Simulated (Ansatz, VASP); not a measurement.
## MgS: VASP beside Ansatz

```xyz
2
Lattice="0.0260 2.6147 2.6147 2.6147 0.0260 2.6147 2.6147 2.6147 0.0260" Properties=species:S:1:pos:R:3 pbc="T T T"
Mg    0.0000    0.0000    0.0000
S     2.6277    2.6277    2.6277
```

Change from the starting cell: equal xy, yz and zx shear strains of +1 %.

Alike in both runs: task single point; functional LDA; k mesh 8 × 8 × 8; occupations fermi-dirac, width 0.01 eV; no spin polarisation.

|  | VASP | Ansatz |
| --- | --- | --- |
| version | VASP 6.6.1 | Ansatz 0.2.0 |
| potentials or method | VASP PAW LDA potentials, release 64 (Mg, S), cutoff 520 eV | all-electron LAPW, scalar-relativistic |

|  | VASP | Ansatz | Ansatz less VASP |
| --- | --- | --- | --- |
| gap on the k mesh at the Fermi level (eV) | 2.51 | 2.51 | +0.004 |
| pressure (GPa) | -3.8 | -3.2 | +0.60 |
| traceless stress, the component that is largest in VASP (GPa) | -0.55 | -0.55 | -0.001 |

LDA's correlation is that of Perdew and Zunger in VASP and of Perdew and Wang (1992) in Ansatz. Ansatz ran all-electron here, and VASP with PAW potentials.
